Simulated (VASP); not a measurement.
# CaO (Fm-3m) in VASP: a series of runs, part 2 of 2

VASP 6.6.1. Earlier steps stand in the parts before.

### Step 3. Single point, PBEsol

This run uses another cell than the first one, of 13.54 Å³/atom.

The input, INCAR:

```
ALGO = Normal
EDIFF = 1E-6
ENCUT = 520
GGA = PS
ISIF = 2
ISMEAR = 0
LASPH = True
LCHARG = True
LELF = True
LREAL = False
LVHAR = True
LWAVE = False
NBANDS = 15
NELM = 60
PREC = Accurate
SIGMA = 0.02
```

The input, KPOINTS:

```
k-points
0
Gamma
  8 8 8
```

The input, POSCAR:

```
CaO
1.0
    0.0000000000      2.3835706886      2.3835706886
    2.3835706886      0.0000000000      2.3835706886
    2.3835706886      2.3835706886      0.0000000000
Ca O
1 1
Direct
    0.0000000000      0.0000000000      0.0000000000
    0.5000000000      0.5000000000      0.5000000000
```

Potentials or basis: VASP PAW PBE potentials, release 64 (Ca_sv, O).

Command:

```
cat potpaw_PBE.64/Ca_sv/POTCAR potpaw_PBE.64/O/POTCAR > POTCAR
mpirun -np 1 vasp_std > vasp.out
```

OUTCAR:

```text
EDIFF = 1E-6
   ENCUT = 520
   GGA = PS
   ISIF = 2
   ISMEAR = 0
   LASPH = True
   LREAL = False
   NELM = 60
   PREC = Accurate

 ion  position               nearest neighbor table
   1  0.000  0.000  0.000-   2 2.38   2 2.38   2 2.38   2 2.38   2 2.38   2 2.38
   2  0.500  0.500  0.500-   1 2.38   1 2.38   1 2.38   1 2.38   1 2.38   1 2.38

  LATTYP: Found a face centered cubic cell.
 ALAT       =     4.7671413772

  Lattice vectors:

 A1 = (   0.0000000000,   2.3835706886,   2.3835706886)
 A2 = (   2.3835706886,   0.0000000000,   2.3835706886)
 A3 = (   2.3835706886,   2.3835706886,   0.0000000000)

Analysis of symmetry for initial positions (statically):
=====================================================================
 Subroutine PRICEL returns:
 Original cell was already a primitive cell.

 Routine SETGRP: Setting up the symmetry group for a
 face centered cubic supercell.

 Subroutine GETGRP returns: Found 48 space group operations
 (whereof 48 operations were pure point group operations)
 out of a pool of 48 trial point group operations.

The static configuration has the point symmetry O_h .

Analysis of symmetry for dynamics (positions and initial velocities):
=====================================================================
 Subroutine PRICEL returns:
 Original cell was already a primitive cell.

 Routine SETGRP: Setting up the symmetry group for a
 face centered cubic supercell.

 Subroutine GETGRP returns: Found 48 space group operations
 (whereof 48 operations were pure point group operations)
 out of a pool of 48 trial point group operations.

The dynamic configuration has the point symmetry O_h .

 Subroutine INISYM returns: Found 48 space group operations
 (whereof 48 operations are pure point group operations),
 and found     1 'primitive' translations

----------------------------------------------------------------------------------------

                                     Primitive cell

  volume of cell :      27.0841

  direct lattice vectors                    reciprocal lattice vectors
     0.000000000  2.383570689  2.383570689    -0.209769319  0.209769319  0.209769319
     2.383570689  0.000000000  2.383570689     0.209769319 -0.209769319  0.209769319
     2.383570689  2.383570689  0.000000000     0.209769319  0.209769319 -0.209769319

  length of vectors
     3.370877995  3.370877995  3.370877995     0.363331118  0.363331118  0.363331118

  position of ions in fractional coordinates (direct lattice)
     0.000000000  0.000000000  0.000000000
     0.500000000  0.500000000  0.500000000

  ion indices of the primitive-cell ions
   primitive index   ion index
                 1           1
                 2           2

----------------------------------------------------------------------------------------

 KPOINTS: k-points

Automatic generation of k-mesh.
 Grid dimensions read from file:
 generate k-points for:    8    8    8

 Generating k-lattice:

  Cartesian coordinates                     Fractional coordinates (reciprocal lattice)
    -0.026221165  0.026221165  0.026221165     0.125000000  0.000000000  0.000000000
     0.026221165 -0.026221165  0.026221165     0.000000000  0.125000000  0.000000000
     0.026221165  0.026221165 -0.026221165     0.000000000  0.000000000  0.125000000

  Length of vectors
     0.045416390  0.045416390  0.045416390
[... 38 lines left out ...]
   total plane-waves  NPLWV =  21952
   dimension x,y,z NGX =    28 NGY =   28 NGZ =   28
   dimension x,y,z NGXF=    56 NGYF=   56 NGZF=   56
   ions per type =               1   1
   NGX,Y,Z   is equivalent  to a cutoff of  13.81, 13.81, 13.81 a.u.
   NGXF,Y,Z  is equivalent  to a cutoff of  27.62, 27.62, 27.62 a.u.
 SYSTEM =  unknown system
   PREC   = accura    normal or accurate (medium, high low for compatibility)
   ISTART =      0    job   : 0-new  1-cont  2-samecut
   ICHARG =      2    charge: 1-file 2-atom 10-const
   ISPIN  =      1    spin polarized calculation?
   LNONCOLLINEAR =      F non collinear calculations
   LSORBIT =      F    spin-orbit coupling
   LASPH  =      T    aspherical Exc in radial PAW
   ENCUT  =  520.0 eV  38.22 Ry    6.18 a.u.   6.27  6.27  6.27*2*pi/ulx,y,z
   NELM   =     60;   NELMIN=  2; NELMDL= -5     # of ELM steps
   EDIFF  = 0.1E-05   stopping-criterion for ELM
   LREAL  =      F    real-space projection
   EDIFFG = 0.1E-04   stopping-criterion for IOM
   NSW    =      0    number of steps for IOM
   IBRION =     -1    ionic relax: 0-MD 1-quasi-New 2-CG
   NFREE  =      0    steps in history (QN), initial steepest desc. (CG)
   ISIF   =      2    stress and relaxation
   ISYM   =      2    0-nonsym 1-usesym 2-fastsym
   POTIM  = 0.5000    time-step for ionic-motion
   TEBEG  =    0.0;   TEEND  =   0.0 temperature during run
   PSTRESS=    0.0 pullay stress
   NELECT =      16.0000    total number of electrons
   NUPDOWN=      -1.0000    fix difference up-down
   EMIN   =  10.00;   EMAX   =-10.00  energy-range for DOS
   EFERMI =   0.00;   METHOD = LEGACY
   ISMEAR =     0;   SIGMA  =   0.02  broadening in eV -4-tet -1-fermi 0-gaus
   EFERMI_NEDOS =   21; number of points for ismear=-14 and -15
   IALGO  =     38    algorithm
   IMIX   =      4    mixing-type and parameters
     AMIX     =   0.40;   BMIX     =  1.00
     AMIX_MAG =   1.60;   BMIX_MAG =  1.00
  volume/ion in A,a.u.               =      13.54        91.39
  Fermi-wavevector in a.u.,A,eV,Ry     =   1.373652  2.595826 25.673111  1.886920
  Thomas-Fermi vector in A             =   2.499150
   LORBIT       =      0    0 simple, 1 ext, 2 COOP (PROOUT), +10 PAW based schemes
   GGA     = PS    functional components
   LHFCALC =     F    Hartree Fock is set to
   AEXX    =    0.0000 exact exchange contribution
   IVDW    =     0    specifies the selected vdW correction
   LEPSILON=     F    determine dielectric tensor
   LRPA    =     F    only Hartree local field effects (RPA)
 non-spin polarized calculation
 Gauss-broadening in eV      SIGMA  =   0.02
  energy-cutoff  :      520.00
  volume of cell :       27.08
 maximum number of plane-waves:       745
 NGX is ok and might be reduce to    28
   NGX = 13   NGY = 13   NGZ = 13

 number of electron      15.9999997 magnetization

 Free energy of the ion-electron system (eV)
  ---------------------------------------------------
  ext. energy  EPLUGINS =         0.00000000
  ---------------------------------------------------
  free energy    TOTEN  =       -13.41079802 eV

  energy without entropy =      -13.41079802  energy(sigma->0) =      -13.41079802

 E-fermi :   2.5603     XC(G=0): -10.8588

 val. band max:        2.3363151000   @ k =   0.0000   0.0000   0.0000
 cond. band min:       5.8575821278   @ k =   0.5000   0.5000   0.0000
 fundamental gap:      3.5212670278
 Fermi energy:         2.5603459109

 k-point     1 :       0.0000    0.0000    0.0000
  band No.  band energies     occupation
      1     -34.9523      2.00000
      2     -15.7742      2.00000
      3     -15.7742      2.00000
      4     -15.7742      2.00000
      5     -13.1561      2.00000
      6       2.3363      2.00000
      7       2.3363      2.00000
      8       2.3363      2.00000
      9       7.0995      0.00000
     10       8.5857      0.00000
     11       8.5857      0.00000
     12       8.5857      0.00000
     13      10.1664      0.00000
     14      10.1664      0.00000
[... 401 lines left out ...]
      2     -16.7915      2.00000
      3     -16.0432      2.00000
      4     -15.9150      2.00000
      5     -12.1261      2.00000
      6       0.2037      2.00000
      7       1.1659      2.00000
      8       1.2301      2.00000
      9       9.1362      0.00000
     10       9.1995      0.00000
     11      11.2661      0.00000
     12      11.4686      0.00000
     13      12.7919      0.00000
     14      14.4418      0.00000
     15      16.4087      0.00000

 [... further k-points ...]

------------------------ aborting loop because EDIFF is reached ----------------------------------------

  FORCE on cell =-STRESS in cart. coord.  units (eV):
  Direction    XX          YY          ZZ          XY          YZ          ZX
  --------------------------------------------------------------------------------------
  -------------------------------------------------------------------------------------
  Total        0.1038166      0.1038166      0.1038166      0.0000000      0.0000000      0.0000000
  in kB        6.1413394      6.1413394      6.1413394      0.0000000      0.0000000      0.0000000
  external PRESSURE =       6.1413394 kB  Pullay stress =       0.0000000 kB

 VOLUME and BASIS-vectors are now :
 -----------------------------------------------------------------------------
  energy-cutoff  :      520.00
  volume of cell :       27.08
      direct lattice vectors                 reciprocal lattice vectors
     0.000000000  2.383570689  2.383570689    -0.209769319  0.209769319  0.209769319
     2.383570689  0.000000000  2.383570689     0.209769319 -0.209769319  0.209769319
     2.383570689  2.383570689  0.000000000     0.209769319  0.209769319 -0.209769319

 POSITION                                       TOTAL-FORCE (eV/Angst)
 -----------------------------------------------------------------------------------
      0.00000      0.00000      0.00000        -0.000000      0.000000     -0.000000
      2.38357      2.38357      2.38357         0.000000     -0.000000      0.000000
 -----------------------------------------------------------------------------------
    total drift:                                0.000000      0.000000      0.000000

  FREE ENERGIE OF THE ION-ELECTRON SYSTEM (eV)
  ---------------------------------------------------
  free  energy   TOTEN  =       -13.4107980177 eV

  energy  without entropy=      -13.4107980177  energy(sigma->0) =      -13.41079802
```

Wall time 21 s (1 thread of Intel Xeon 8259CL, shared host); peak memory 0.16 GiB.

What came out:

| Quantity | Value |
| --- | --- |
| Free energy | -13.4108 eV |
| Pressure | 0.6 GPa |
| Band gap on the k mesh | 3.52 eV (least direct gap 3.89 eV) |

Levels at points of the mesh, in eV from the valence-band top:
```tsv
k point	band 5	band 6	band 7	band 8	band 9	band 10	band 11	band 12
(0.00, 0.00, 0.00)	-15.49	0.00	0.00	0.00	4.76	6.25	6.25	6.25
(0.50, 0.00, 0.00)	-14.14	-2.75	-1.27	-1.27	7.13	8.51	8.51	8.52
(0.50, 0.50, 0.00)	-15.25	-1.31	-0.37	-0.37	3.52	8.23	9.07	9.76
```

Caveat: the PAW data sets were made with another functional, which shifts forces and pressure a little.

### Step 4. Single point, PBEsol

This run uses another cell than the first one, of 13.02 Å³/atom.

The input, INCAR:

```
  PREC = Accurate
  ENCUT = 520
  EDIFF = 1E-6
  ISMEAR = 0
  SIGMA = 0.01
  LREAL = F
  LASPH = T
  NELM = 100
  ALGO = Normal
  ISIF = 2
  LWAVE = F
  LCHARG = F
  GGA = PS
  NBANDS = 15
```

The input, KPOINTS:

```
Automatic mesh
0
Gamma
  8 8 8
```

The input, POSCAR:

```
CaO
1.0
    0.0000000000      2.3522481053      2.3522481053
    2.3522481053      0.0000000000      2.3522481053
    2.3522481053      2.3522481053      0.0000000000
Ca O
1 1
Direct
    0.0000000000      0.0000000000      0.0000000000
    0.5000000000      0.5000000000      0.5000000000
```

Command:

```
cat potpaw_PBE.64/Ca_sv/POTCAR potpaw_PBE.64/O/POTCAR > POTCAR
mpirun -np 1 vasp_std > vasp.out
```

Run time: 20 s. Hardware: 1 thread of Intel Xeon 8259CL, shared host; peak memory 0.16 GiB.

It converged, with:

```
Free energy            : -13.3889 eV
Pressure               : 5.7 GPa
Band gap on the k mesh : 3.49 eV (least direct gap 3.85 eV)
```

Levels at points of the mesh, in eV from the valence-band top:
```tsv
k point	band 4	band 5	band 6	band 7	band 8	band 9	band 10	band 11	band 12	band 13
(0.00, 0.00, 0.00)	-17.92	-15.57	0.00	0.00	0.00	5.10	6.34	6.34	6.34	7.99
(0.50, 0.00, 0.00)	-17.99	-14.03	-2.85	-1.36	-1.36	7.32	8.72	8.72	8.83	11.02
(0.50, 0.50, 0.00)	-18.21	-15.33	-1.28	-0.36	-0.36	3.49	8.53	9.29	10.03	10.03
```

Caveat: the cell stands under pressure; the PAW data sets were made with another functional, which shifts forces and pressure a little. A k mesh can miss the band edges.

### Step 5. Summary

| task | cell | k mesh | cutoff (eV) | smearing | gap on the mesh (eV) | pressure (GPa) |
| --- | --- | --- | --- | --- | --- | --- |
| relaxation of cell and atoms | relaxed to 35 GPa from a = 3.157 Å, angles 60.0°, 2 atoms | 10 × 10 × 10 | 600 | gaussian 0.01 eV | 3.31 | 35.0 |
| single point | a = 3.371 Å, angles 60.0°, 2 atoms | 8 × 8 × 8 | 520 | gaussian 0.02 eV | 3.52 | 0.6 |
| single point | a = 3.327 Å, angles 60.0°, 2 atoms | 8 × 8 × 8 | 520 | gaussian 0.01 eV | 3.49 | 5.7 |

Alike in all rows: level PBEsol; potentials or basis VASP PAW PBE potentials, release 64 (Ca_sv, O); no spin polarisation.

Caveats: the PAW data sets were made with another functional, which shifts forces and pressure a little; the cell is relaxed towards a set pressure, so the run minimises the enthalpy, not the energy (at least some runs); the cell stands under pressure (at least some runs).

Absolute energies hang on the potentials; compare differences alone.
